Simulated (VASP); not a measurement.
Write the native input for VASP 6.6.1 that does the following.

* Task: single point
* Functional: r2SCAN
* Potentials or basis: VASP PAW PBE potentials, release 64 (Ag)
* Cutoff: 520 eV
* k mesh: 18 × 18 × 10
* Occupations: gaussian, width 0.15 eV
* Spin: no spin polarisation
* Dipole correction: no
* Further INCAR settings: ALGO = Normal; EDIFF = 1e-06; NBANDS = 18

The system is Ag.

```
Ag
1.0
     2.93000    0.00000    0.00000
    -1.46500    2.53745    0.00000
     0.00000    0.00000    4.25113
Ag
2
Direct
  0.33333 0.66667 0.25000
  0.66667 0.33333 0.75000
```

This cell differs from its parent crystal: strain -0.1125 x Voigt [0, 0, 1, 0, 0, 0].

One way to write it, as run:

POSCAR

```
Ag
1.0
    2.9299980804      0.0000000000      0.0000000000
   -1.4649990402      2.5374527707      0.0000000000
    0.0000000000      0.0000000000      4.2511250000
Ag
2
Direct
    0.3333333333      0.6666666667      0.2500000000
    0.6666666667      0.3333333333      0.7500000000
```

INCAR.step1

```
SYSTEM = Ag
PREC = Accurate ; ENCUT = 520
ISMEAR = 0 ; SIGMA = 0.15
LREAL = .FALSE. ; LASPH = .TRUE.
NELM = 60 ; NBANDS = 18
GGA = PE ; ALGO = Normal
EDIFF = 1E-4 ; LWAVE = .TRUE.
LCHARG = .FALSE.
```

INCAR.step2

```
SYSTEM = Ag
PREC = Accurate ; ENCUT = 520
EDIFF = 1E-6 ; ISMEAR = 0
SIGMA = 0.15 ; LREAL = .FALSE.
LASPH = .TRUE. ; NELM = 60
ALGO = Normal ; ISIF = 2
LWAVE = .FALSE. ; LCHARG = .TRUE.
METAGGA = R2SCAN ; LMIXTAU = .TRUE.
LELF = .TRUE. ; LVHAR = .TRUE.
NBANDS = 18 ; ISTART = 1
```

KPOINTS

```
Automatic mesh
0
G
  18 18 10
  0 0 0
```

Potentials or basis: VASP PAW PBE potentials, release 64 (Ag).

Run with:

```console
$ cat potpaw_PBE.64/Ag/POTCAR > POTCAR
$ cp INCAR.step1 INCAR
$ mpirun -np 1 vasp_std > vasp.out
$ cp INCAR.step2 INCAR
$ mpirun -np 1 vasp_std > vasp.out
```

It gave:

```
Pressure               : 15.0 GPa
Band gap on the k mesh : zero (bands 11 and 12 overlap by 7.68 eV)
```

Caveat: the cell differs from its parent crystal (strain -0.1125 x Voigt [0, 0, 1, 0, 0, 0]); the cell stands under pressure; the PAW data sets were made with another functional, which shifts forces and pressure a little.

Run time: 110 s on 1 thread of Intel(R) Xeon(R) 6975P-C (Granite Rapids), with other jobs on the host, peak memory 0.24 GiB.
